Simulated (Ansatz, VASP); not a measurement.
# One calculation of Au, two programs

Contents of INCAR:

```
SYSTEM = Au
ALGO = Normal
EDIFF = 1E-6
ENCUT = 520
GGA = PE
ISIF = 2
ISMEAR = -1
LASPH = .True.
LCHARG = .False.
LREAL = .False.
LWAVE = .False.
NBANDS = 18
NELM = 100
PREC = Accurate
SIGMA = 0.05
```

The input KPOINTS:

```
k-points
0
Gamma
  11 11 6
  0 0 0
```

The input POSCAR:

```
Au
1.0
    1.4113099650     -2.5559330250      0.0000000000
    1.4113099650      2.5559330250      0.0000000000
    0.0000000000      0.0000000000      4.8931696100
Au
2
Direct
    0.3346720300      0.6653279700      0.2500000000
    0.6653279700      0.3346720300      0.7500000000
```

Contents of input.yaml:

```yaml
crystal:
  lattice:
    - [1.411309965, -2.555933025, 0.0]
    - [1.411309965, 2.555933025, 0.0]
    - [0.0, 0.0, 4.89316961]
  atoms:
    - { symbol: Au, position: [0.33467203, 0.66532797, 0.25] }
    - { symbol: Au, position: [0.66532797, 0.33467203, 0.75] }
kpoints:
  mp_grid: { grid: [11, 11, 6] }
  band_path:
    path:
      - [0.0, 0.0, 0.0]
      - [0.3262229733, 0.3262229733, 0.0]
      - [0.0, 0.5, 0.0]
      - [0.0, 0.5, 0.5]
      - [0.3262229733, 0.3262229733, 0.5]
      - [0.0, 0.0, 0.5]
      - [0.0, 0.0, 0.0]
      - [-0.5, 0.5, 0.0]
    npoints: 10
scf:
  occupations: { method: fermi_dirac, width: 0.05 }
hamiltonian:
  xc: pbe
  pseudopotentials: { kind: all_electron, lapw: { basis_error: 0.001 } }
output:
  forces: true
  stress: true
  eigenvalues: true
```

Alike in both runs: functional PBE; k mesh 11 × 11 × 6; occupations fermi-dirac, width 0.05 eV; no spin polarisation.

|  | VASP | Ansatz |
| --- | --- | --- |
| version | VASP 6.6.1 | Ansatz 0.2.0 |
| potentials or method | VASP PAW PBE potentials, release 64 (Au), cutoff 520 eV | all-electron LAPW, scalar-relativistic |
| task | single point | band structure |

|  | VASP | Ansatz | Ansatz less VASP |
| --- | --- | --- | --- |
| gap on the k mesh at the Fermi level (eV) | none | none | - |
| pressure (GPa) | 2.9 | 3.2 | +0.24 |
| traceless stress, the component that is largest in VASP (GPa) | 2.93 | 2.95 | +0.013 |
| rms of the force components (eV/Å) | 0.015 | 0.015 | +0.0005 |

Atom by atom the forces differ by 0.000 eV/Å (rms over components). A gap of «none» marks a metal or a gap that the smearing closes. Ansatz ran all-electron here, and VASP with PAW potentials.

Neither program's run includes spin-orbit coupling.
